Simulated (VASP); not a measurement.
Set up this calculation in VASP 6.6.1, as the native input.

```
Task                   : single point
Functional             : PBE
Potentials or basis    : VASP PAW PBE potentials, release 64 (P)
Cutoff                 : 520 eV
k mesh                 : 8 × 8 × 7
Occupations            : fermi-dirac, width 0.08 eV
Spin                   : no spin polarisation
Dipole correction      : no
Further INCAR settings : ALGO = Normal; EDIFF = 1e-06; NBANDS = 8
```

The structure of P lies in POSCAR:

```
P
1.0
    4.2729048574      0.0000000000      0.0000000000
    0.0000000000      4.2729048574      0.0000000000
    0.0000000000      0.0000000000      4.3780000000
P
1
Direct
    0.0000000000      0.0000000000      0.0000000000
```

These files were run (other wordings do the same):

INCAR

```
SYSTEM = P
ALGO = Normal
EDIFF = 1E-6
ENCUT = 520
GGA = PE
ISIF = 2
ISMEAR = -1
LASPH = .True.
LCHARG = .False.
LREAL = .False.
LWAVE = .False.
NBANDS = 8
NELM = 80
PREC = Accurate
SIGMA = 0.08
```

KPOINTS

```
k-points
0
Gamma
  8 8 7
  0 0 0
```

Potentials or basis: VASP PAW PBE potentials, release 64 (P).

Run with:

```sh
$ cat potpaw_PBE.64/P/POTCAR > POTCAR
$ mpirun -np 1 vasp_std > vasp.out
```

Results of the run:

```yaml
Pressure: -3.5 GPa
```

Wall time 15 s on 1 thread of Intel(R) Xeon(R) Platinum 8488C (Sapphire Rapids), on a shared host, peak memory 0.19 GiB.
